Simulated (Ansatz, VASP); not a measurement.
# HfB2 in VASP and in Ansatz

Contents of INCAR:

```
SYSTEM = HfB2
ALGO     = Normal         ! electronic algorithm
EDIFF    = 1E-8           ! SCF threshold, eV
ENCUT    = 520            ! plane-wave cutoff, eV
GGA      = PS             ! functional
ISIF     = 2              ! what is computed and relaxed
ISMEAR   = -1             ! smearing method
LASPH    = .True.         ! aspherical terms in the spheres
LCHARG   = .False.        ! write CHGCAR
LEFG     = .True.       
LREAL    = .False.        ! projectors in reciprocal space
LWAVE    = .False.        ! write WAVECAR
NBANDS   = 15             ! bands
NELM     = 100            ! most SCF steps
PREC     = Accurate       ! precision mode
SIGMA    = 0.05           ! smearing width, eV
```

File KPOINTS:

```
k-points
0
Gamma
  13 13 11
  0 0 0
```

The input POSCAR:

```
HfB2
1.0
    3.1400001005      0.0314000010      0.0314000010
   -1.5428068518      2.7036198544      0.0114931980
    0.0348000000      0.0348000000      3.4800000000
Hf B
1 2
Direct
    0.0000000000      0.0000000000      0.0000000000
    0.3333333333      0.6666666667      0.5000000000
    0.6666666667      0.3333333333      0.5000000000
```

Input for Ansatz:

```yaml
crystal:
  lattice:
    - [3.1400001005, 0.031400001, 0.031400001]
    - [-1.5428068518, 2.7036198544, 0.011493198]
    - [0.0348, 0.0348, 3.48]
  atoms:
    - { symbol: Hf, position: [0.0, 0.0, 0.0] }
    - { symbol: B, position: [0.3333333333, 0.6666666667, 0.5] }
    - { symbol: B, position: [0.6666666667, 0.3333333333, 0.5] }
kpoints:
  mp_grid: { grid: [13, 13, 11] }
scf:
  occupations: { method: fermi_dirac, width: 0.05 }
hamiltonian:
  xc: pbesol
  pseudopotentials: { kind: all_electron, datasets: crystal }
output:
  forces: true
  stress: true
  eigenvalues: true
  efg: { contact_densities: true }
```

Change from the starting cell: equal xy, yz and zx shear strains of +2 %, crystal datasets.

Alike in both runs: task electric field gradients; functional PBEsol; k mesh 13 × 13 × 11; occupations fermi-dirac, width 0.05 eV; no spin polarisation.

|  | VASP | Ansatz |
| --- | --- | --- |
| version | VASP 6.6.1 | Ansatz 0.2.0 |
| potentials or method | VASP PAW PBE potentials, release 64 (Hf_pv, B), cutoff 520 eV | all-electron PAW with datasets made for the crystal, scalar-relativistic |

Ansatz gave:

| Property | Result |
| --- | --- |
| pressure (GPa) | -3.9 |
| traceless stress, the component that is largest in VASP (GPa) | -5.28 |
| rms of the force components (eV/Å) | 0.007 |
| size of Vzz on the site where it differs most (V/Å²) | 140.0 |

**Question.** What did VASP give for the same quantities?

**Answer.** Pressure (GPa): -4.1; traceless stress, the component that is largest in VASP (GPa): -5.31; rms of the force components (eV/Å): 0.007; size of Vzz on the site where it differs most (V/Å²): 106.3.

VASP's potentials were made for PBE, not for PBEsol. Atom by atom the forces differ by 0.001 eV/Å (rms over components). Ansatz ran all-electron here, and VASP with PAW potentials.

Neither program's run includes spin-orbit coupling.
